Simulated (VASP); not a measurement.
# TaN (P6_3mc) in VASP: a series of runs

TaN is run at these levels: PBE; tasks: electric field gradients.

All numbers are computed with VASP 6.6.1; they aren't measurements. Logs are shortened: lines on timing, memory, paths and dates and some standing lists are left out, and cuts for length are marked.

## Step 1: The cell of the first run

It takes space group P6_3mc (No. 186, hexagonal). Conventional cell: a = 3.070 Å, b = 3.070 Å, c = 4.973 Å, α = 90.00°, β = 90.00°, γ = 120.00°. Within 2.5 Å of Ta (site symmetry 3m) lie 4 N at 1.86 to 1.91 Å. N (site symmetry 3m) has 4 Ta at 1.86 to 1.91 Å within 2.5 Å.

## Step 2: Electric field gradients, PBE (volume scaled by 1.02)

Input file INCAR:

```
PREC = Accurate
ENCUT = 520
EDIFF = 1E-8
ISMEAR = -1
SIGMA = 0.01
LREAL = F
LASPH = T
NELM = 80
ALGO = Normal
ISIF = 2
LWAVE = F
LCHARG = F
GGA = PE
LEFG = T
NBANDS = 24
```

Input file KPOINTS:

```
Automatic mesh
0
Gamma
  9 9 5
```

Input file POSCAR:

```
TaN
1.0
    3.0702003619      0.0000000000      0.0000000000
   -1.5351001810      2.6588715082      0.0000000000
    0.0000000000      0.0000000000      4.9727161852
Ta N
2 2
Direct
    0.3333333333      0.6666666667      0.0000000000
    0.6666666667      0.3333333333      0.5000000000
    0.3333333333      0.6666666667      0.3850000000
    0.6666666667      0.3333333333      0.8850000000
```

Potentials or basis: VASP PAW PBE potentials, release 64 (Ta_pv, N).

Launch:

```bash
$ cat potpaw_PBE.64/Ta_pv/POTCAR potpaw_PBE.64/N/POTCAR > POTCAR
$ mpirun -np 1 vasp_std > vasp.out
```

OUTCAR:

```text
PREC = Accurate
   ENCUT = 520
   EDIFF = 1E-8
   ISMEAR = -1
   LREAL = F
   LASPH = T
   NELM = 80
   ISIF = 2
   GGA = PE

 ion  position               nearest neighbor table
   1  0.333  0.667  0.000-   4 1.86   4 1.86   4 1.86   3 1.91   2 3.05   2 3.05   2 3.05   2 3.05
                             2 3.05   2 3.05
   2  0.667  0.333  0.500-   3 1.86   3 1.86   3 1.86   4 1.91   1 3.05   1 3.05   1 3.05   1 3.05
                             1 3.05   1 3.05
   3  0.333  0.667  0.385-   2 1.86   2 1.86   2 1.86   1 1.91
   4  0.667  0.333  0.885-   1 1.86   1 1.86   1 1.86   2 1.91

  LATTYP: Found a hexagonal cell.
 ALAT       =     3.0702003619
 C/A-ratio  =     1.6196715520

  Lattice vectors:

 A1 = (   3.0702003619,   0.0000000000,   0.0000000000)
 A2 = (  -1.5351001810,   2.6588715082,   0.0000000000)
 A3 = (   0.0000000000,   0.0000000000,   4.9727161852)

Analysis of symmetry for initial positions (statically):
=====================================================================
 Subroutine PRICEL returns:
 Original cell was already a primitive cell.

 Routine SETGRP: Setting up the symmetry group for a
 hexagonal supercell.

 Subroutine GETGRP returns: Found 12 space group operations
 (whereof  6 operations were pure point group operations)
 out of a pool of 24 trial point group operations.

The static configuration has the point symmetry C_3v.
 The point group associated with its full space group is C_6v.

Analysis of symmetry for dynamics (positions and initial velocities):
=====================================================================
 Subroutine PRICEL returns:
 Original cell was already a primitive cell.

 Routine SETGRP: Setting up the symmetry group for a
 hexagonal supercell.

 Subroutine GETGRP returns: Found 12 space group operations
 (whereof  6 operations were pure point group operations)
 out of a pool of 24 trial point group operations.

The dynamic configuration has the point symmetry C_3v.
 The point group associated with its full space group is C_6v.

 Subroutine INISYM returns: Found 12 space group operations
 (whereof  6 operations are pure point group operations),
 and found     1 'primitive' translations

[... 141 lines left out ...]
  ---------------------------------------------------
  free energy    TOTEN  =       -38.32123534 eV

  energy without entropy =      -38.32021815  energy(sigma->0) =      -38.32072675

 E-fermi :   9.6047     XC(G=0): -13.4340

 val. band max:        9.5575404488   @ k =   0.2222  -0.0000   0.0000
 cond. band min:       9.6127906055   @ k =   0.1111   0.0000   0.4000
 fundamental gap:      0.0552501566
 Fermi energy:         9.6046647885

 k-point     1 :       0.0000    0.0000    0.0000
  band No.  band energies     occupation
      1     -26.5017      2.00000
      2     -25.4732      2.00000
      3     -25.4732      2.00000
      4     -25.2953      2.00000
      5     -25.2953      2.00000
      6     -25.2396      2.00000
[... 637 lines left out ...]
     23      16.9635      0.00000
     24      16.9635      0.00000

 [... further k-points ...]

------------------------ aborting loop because EDIFF is reached ----------------------------------------

  FORCE on cell =-STRESS in cart. coord.  units (eV):
  Direction    XX          YY          ZZ          XY          YZ          ZX
  --------------------------------------------------------------------------------------
  -------------------------------------------------------------------------------------
  Total       33.9123041     33.9123041     28.0468062     -0.0000000      0.0000000      0.0000000
  in kB     1338.4746128   1338.4746129   1106.9710280     -0.0000000      0.0000000      0.0000000
  external PRESSURE =    1261.3067512 kB  Pullay stress =       0.0000000 kB

 VOLUME and BASIS-vectors are now :
 -----------------------------------------------------------------------------
  energy-cutoff  :      520.00
  volume of cell :       40.59
      direct lattice vectors                 reciprocal lattice vectors
     3.070200362  0.000000000  0.000000000     0.325711642  0.188049704  0.000000000
    -1.535100181  2.658871508  0.000000000     0.000000000  0.376099408  0.000000000
     0.000000000  0.000000000  4.972716185     0.000000000  0.000000000  0.201097341

 POSITION                                       TOTAL-FORCE (eV/Angst)
 -----------------------------------------------------------------------------------
     -0.00000      1.77258      0.00000        -0.000000     -0.000000      2.296451
      1.53510      0.88629      2.48636        -0.000000     -0.000000      2.296451
     -0.00000      1.77258      1.91450         0.000000     -0.000000     -2.296451
      1.53510      0.88629      4.40085        -0.000000      0.000000     -2.296451
 -----------------------------------------------------------------------------------
    total drift:                               -0.000000      0.000000      0.000235

  FREE ENERGIE OF THE ION-ELECTRON SYSTEM (eV)
  ---------------------------------------------------
  free  energy   TOTEN  =       -38.3212353406 eV

  energy  without entropy=      -38.3202181534  energy(sigma->0) =      -38.32072675

 Electric field gradients (V/A^2)
---------------------------------------------------------------------
 ion       V_xx      V_yy      V_zz      V_xy      V_xz      V_yz
---------------------------------------------------------------------
   1     -60.714   -60.714   121.428    -0.000    -0.000     0.000
   2     -60.714   -60.714   121.428    -0.000     0.000    -0.000
   3      -5.345    -5.345    10.690     0.000     0.000    -0.000
   4      -5.345    -5.345    10.690     0.000    -0.000     0.000
---------------------------------------------------------------------

 Electric field gradients after diagonalization (V/A^2)
 (convention: |V_zz| > |V_xx| > |V_yy|)
----------------------------------------------------------------------
 ion       V_xx      V_yy      V_zz     asymmetry (V_yy - V_xx)/ V_zz
----------------------------------------------------------------------
   1     -60.714   -60.713   121.428       0.000
   2     -60.714   -60.713   121.428       0.000
   3      -5.346    -5.345    10.690       0.000
   4      -5.346    -5.345    10.690       0.000
----------------------------------------------------------------------

           NMR quadrupolar parameters

 Cq : quadrupolar parameter    Cq=e*Q*V_zz/h
 eta: asymmetry parameters     (V_yy - V_xx)/ V_zz
 Q  : nuclear electric quadrupole moment in mb (millibarn)
----------------------------------------------------------------------
 ion       Cq(MHz)       eta       Q (mb)
----------------------------------------------------------------------
   1       0.294       0.000       1.000
   2       0.294       0.000       1.000
   3       0.026       0.000       1.000
   4       0.026       0.000       1.000
----------------------------------------------------------------------
```

OSZICAR:

```text
N       E                     dE             d eps       ncg     rms          rms(c)
DAV:   1     0.292935754968E+03    0.29294E+03   -0.17720E+04  1728   0.143E+03
DAV:   2    -0.311822749097E+02   -0.32412E+03   -0.30825E+03  2128   0.426E+02
DAV:   3    -0.453916928679E+02   -0.14209E+02   -0.14070E+02  2088   0.890E+01
DAV:   4    -0.455174396231E+02   -0.12575E+00   -0.12567E+00  1984   0.899E+00
DAV:   5    -0.455187961890E+02   -0.13566E-02   -0.13564E-02  2168   0.811E-01    0.578E+01
DAV:   6    -0.384201623173E+02    0.70986E+01   -0.24432E+01  2024   0.381E+01    0.244E+01
DAV:   7    -0.383591200732E+02    0.61042E-01   -0.93076E-01  1800   0.776E+00    0.133E+01
DAV:   8    -0.383256556544E+02    0.33464E-01   -0.51202E-02  2136   0.164E+00    0.159E+00
DAV:   9    -0.383211548410E+02    0.45008E-02   -0.11833E-02  2096   0.774E-01    0.142E-01
DAV:  10    -0.383212382819E+02   -0.83441E-04   -0.56381E-04  2016   0.190E-01    0.348E-02
DAV:  11    -0.383212359406E+02    0.23413E-05   -0.12522E-05  2120   0.270E-02    0.123E-02
DAV:  12    -0.383212356351E+02    0.30551E-06   -0.11784E-06  2096   0.104E-02    0.400E-03
DAV:  13    -0.383212353386E+02    0.29653E-06   -0.26931E-07  2000   0.403E-03    0.196E-03
DAV:  14    -0.383212353406E+02   -0.20673E-08   -0.17423E-08  1312   0.120E-03
   1 F= -.38321235E+02 E0= -.38320727E+02  d E =-.101719E-02
```

It took 24 s on 1 thread of Intel Xeon Platinum 8488C (Sapphire Rapids), shared host; peak memory 0.17 GiB.

Results:

| Property | Result |
| --- | --- |
| Free energy | -38.3212 eV |
| Pressure | 126.1 GPa |
| Largest force | 2.296 eV/Å |
| Band gap on the k mesh | zero (band 16 reaches 10.13 eV, above the bottom of band 17 at 7.96 eV) |

Forces on the atoms (eV/Å):
```
Ta   0.000  0.000  2.296
Ta   0.000  0.000  2.296
N    0.000  0.000 -2.296
N    0.000  0.000 -2.296
```

Electric field gradients, principal values (V/Å²):
```tsv
atom	least	middle	greatest (by size)
1 Ta	-60.713	-60.714	121.428
2 Ta	-60.713	-60.714	121.428
3 N	-5.345	-5.346	10.690
4 N	-5.345	-5.346	10.690
```

Caveat: without QUAD_EFG the Cq values of the log hold for a quadrupole moment of 1 mb, not for the nuclei; spin-orbit coupling is left out, which moves the levels of the heavy elements; forces of over 1 eV/Å act on the atoms, so gaps and moduli don't describe the material at rest.

## Step 3: Electric field gradients, PBE (volume scaled by 1.02)

Input file INCAR:

```
SYSTEM = TaN
PREC = Accurate ; ENCUT = 520
EDIFF = 1E-8 ; ISMEAR = -1
SIGMA = 0.01 ; LREAL = .False.
LASPH = .True. ; NELM = 60
ALGO = Normal ; ISIF = 2
LWAVE = .False. ; LCHARG = .False.
GGA = PE ; LEFG = .True.
NBANDS = 24
```

Input file KPOINTS:

```
Automatic mesh
0
Gamma
  9 9 5
  0 0 0
```

POSCAR is that of step 2.

Potentials or basis: VASP PAW PBE potentials, release 64 (Ta_pv, N).

Launch:

```bash
$ cat potpaw_PBE.64/Ta_pv/POTCAR potpaw_PBE.64/N/POTCAR > POTCAR
$ mpirun -np 1 vasp_std > vasp.out
```

OUTCAR:

```text
SYSTEM = TaN
   PREC = Accurate
   ENCUT = 520
   EDIFF = 1E-8
   ISMEAR = -1
   LREAL = .False.
   LASPH = .True.
   NELM = 60
   ISIF = 2
   GGA = PE

 ion  position               nearest neighbor table
   1  0.333  0.667  0.000-   4 1.86   4 1.86   4 1.86   3 1.91   2 3.05   2 3.05   2 3.05   2 3.05
                             2 3.05   2 3.05
   2  0.667  0.333  0.500-   3 1.86   3 1.86   3 1.86   4 1.91   1 3.05   1 3.05   1 3.05   1 3.05
                             1 3.05   1 3.05
   3  0.333  0.667  0.385-   2 1.86   2 1.86   2 1.86   1 1.91
   4  0.667  0.333  0.885-   1 1.86   1 1.86   1 1.86   2 1.91

  LATTYP: Found a hexagonal cell.
 ALAT       =     3.0702003619
 C/A-ratio  =     1.6196715520

  Lattice vectors:

 A1 = (   3.0702003619,   0.0000000000,   0.0000000000)
 A2 = (  -1.5351001810,   2.6588715082,   0.0000000000)
 A3 = (   0.0000000000,   0.0000000000,   4.9727161852)

Analysis of symmetry for initial positions (statically):
=====================================================================
 Subroutine PRICEL returns:
[... 856 lines left out ...]
      1.53510      0.88629      2.48636        -0.000000     -0.000000      2.296451
     -0.00000      1.77258      1.91450         0.000000     -0.000000     -2.296451
      1.53510      0.88629      4.40085        -0.000000      0.000000     -2.296451
 -----------------------------------------------------------------------------------
    total drift:                               -0.000000      0.000000      0.000235

  FREE ENERGIE OF THE ION-ELECTRON SYSTEM (eV)
  ---------------------------------------------------
  free  energy   TOTEN  =       -38.3212353406 eV

  energy  without entropy=      -38.3202181534  energy(sigma->0) =      -38.32072675

 Electric field gradients (V/A^2)
---------------------------------------------------------------------
 ion       V_xx      V_yy      V_zz      V_xy      V_xz      V_yz
---------------------------------------------------------------------
   1     -60.714   -60.714   121.428    -0.000    -0.000     0.000
   2     -60.714   -60.714   121.428    -0.000     0.000    -0.000
   3      -5.345    -5.345    10.690     0.000     0.000    -0.000
   4      -5.345    -5.345    10.690     0.000    -0.000     0.000
---------------------------------------------------------------------

 Electric field gradients after diagonalization (V/A^2)
 (convention: |V_zz| > |V_xx| > |V_yy|)
----------------------------------------------------------------------
 ion       V_xx      V_yy      V_zz     asymmetry (V_yy - V_xx)/ V_zz
----------------------------------------------------------------------
   1     -60.714   -60.713   121.428       0.000
   2     -60.714   -60.713   121.428       0.000
   3      -5.346    -5.345    10.690       0.000
   4      -5.346    -5.345    10.690       0.000
----------------------------------------------------------------------

           NMR quadrupolar parameters

 Cq : quadrupolar parameter    Cq=e*Q*V_zz/h
 eta: asymmetry parameters     (V_yy - V_xx)/ V_zz
 Q  : nuclear electric quadrupole moment in mb (millibarn)
----------------------------------------------------------------------
 ion       Cq(MHz)       eta       Q (mb)
----------------------------------------------------------------------
   1       0.294       0.000       1.000
   2       0.294       0.000       1.000
   3       0.026       0.000       1.000
   4       0.026       0.000       1.000
----------------------------------------------------------------------
```

stdout:

```text
POSCAR found type information on POSCAR TaN
 POSCAR found :  2 types and       4 ions
 scaLAPACK will be used
 LDA part: xc-table for (Slater+PW92), standard interpolation
 POSCAR, INCAR and KPOINTS ok, starting setup
 FFT: planning ... GRIDC
 FFT: planning ... GRID_SOFT
 FFT: planning ... GRID
 WAVECAR not read
 entering main loop
ion   1

ion   2

ion   3

ion   4
```

Run time: 23 s. Hardware: 1 thread of Intel Xeon Platinum 8488C (Sapphire Rapids), shared host; peak memory 0.17 GiB.

Results:

* Free energy: -38.3212 eV
* Pressure: 126.1 GPa
* Largest force: 2.296 eV/Å
* Band gap on the k mesh: zero (band 16 reaches 10.13 eV, above the bottom of band 17 at 7.96 eV)

Forces in eV/Å, atoms in the order of the input:
```
Ta   0.000  0.000  2.296
Ta   0.000  0.000  2.296
N    0.000  0.000 -2.296
N    0.000  0.000 -2.296
```

Electric field gradients, principal values (V/Å²):
| atom | least | middle | greatest (by size) |
| --- | --- | --- | --- |
| 1 Ta | -60.713 | -60.714 | 121.428 |
| 2 Ta | -60.713 | -60.714 | 121.428 |
| 3 N | -5.345 | -5.346 | 10.690 |
| 4 N | -5.345 | -5.346 | 10.690 |

Caveat: without QUAD_EFG the Cq values of the log hold for a quadrupole moment of 1 mb, not for the nuclei; spin-orbit coupling is left out, which moves the levels of the heavy elements; forces of over 1 eV/Å act on the atoms, so gaps and moduli don't describe the material at rest.

(Continued in part 2 of 2.)
